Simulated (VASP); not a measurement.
Here is a VASP 6.6.1 calculation.

The input INCAR:

```
SYSTEM = Al3GaN4
  PREC = Accurate
  ENCUT = 520
  EDIFF = 1E-7
  ISMEAR = 0
  SIGMA = 0.05
  LREAL = .FALSE.
  LASPH = .TRUE.
  NELM = 100
  ALGO = Normal
  ISIF = 2
  LWAVE = .FALSE.
  LCHARG = .TRUE.
  GGA = PS
  LELF = .TRUE.
  LVHAR = .TRUE.
  NBANDS = 31
```

KPOINTS

```
Automatic mesh
0
G
  6 6 6
  0 0 0
```

The input POSCAR:

```
Al3GaN4
1.0
    4.4069948390      0.0000000000      0.0000000000
    0.0000000000      4.4069948390      0.0000000000
    0.0000000000      0.0000000000      4.4069948390
Al Ga N
3 1 4
Direct
    0.5000000000      0.5000000000      0.0000000000
    0.5000000000      0.0000000000      0.5000000000
    0.0000000000      0.5000000000      0.5000000000
   -0.0065503851     -0.0065503851     -0.0065503851
    0.7447077168      0.7447077168      0.2552922832
    0.7447077168      0.2552922832      0.7447077168
    0.2552922832      0.7447077168      0.7447077168
    0.2552922832      0.2552922832      0.2552922832
```

Potentials or basis: VASP PAW PBE potentials, release 64 (Al, Ga_d, N).

Command:

```sh
$ cat potpaw_PBE.64/Al/POTCAR potpaw_PBE.64/Ga_d/POTCAR potpaw_PBE.64/N/POTCAR > POTCAR
$ mpirun -np 1 vasp_std > vasp.out
```

Question: What does it give for the largest force?

Answer: 0.827 eV/Å.

Question: Estimate the pressure.

Answer: 0.0 GPa.

Stress tensor (GPa, compression positive):
```
 0.03 -0.42 -0.42
-0.42  0.03 -0.42
-0.42 -0.42  0.03
```

Caveat: the cell differs from its parent crystal (all Ga atoms moved -0.050 Å, as atom 4 along Cartesian [1 1 1]); the PAW data sets were made with another functional, which shifts forces and pressure a little.
